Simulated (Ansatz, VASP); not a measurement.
**Two plane-wave programs on Zn2GeO3**

```
Zn Ge O
1.0
     5.48750    0.00000    0.00000
    -2.74375    4.75231    0.00000
     0.00000    0.00000    2.74172
Zn Ge O
2 1 3
Direct
  0.33333 0.66667 0.00000
  0.66667 0.33333 0.00000
  0.00000 0.00000 0.00000
  0.50000 0.00000 0.50000
  0.00000 0.50000 0.50000
  0.50000 0.50000 0.50000
```

Change from the starting cell: species swapped into the NdGa2Pt3 type (P6/mmm, No. 191).

Alike in both runs: functional PBE; k mesh 12 × 12 × 12; occupations gaussian, width 0.1 eV; no spin polarisation.

Ansatz relaxed the structure, and its values are those at the end. VASP's run is a single point on that final structure, the one shown.

|  | VASP | Ansatz |
| --- | --- | --- |
| version | VASP 6.6.1 | Ansatz 0.2.0 |
| potentials or method | VASP PAW PBE potentials, release 64 (Zn, Ge_d, O), cutoff 520 eV | scalar-relativistic, plane waves, PAW |
| valence electrons in the cell | 56 | 56 |

VASP gave:

```
gap on the k mesh at the Fermi level (eV) : none
pressure (GPa)                            : 0.7
```

Question: Which values does Ansatz return?

Answer: gap on the k mesh at the Fermi level (eV): none; pressure (GPa): 0.0.

A gap of «none» marks a metal or a gap that the smearing closes. With one functional, cell and mesh, what is left measures potentials, basis and numerics.
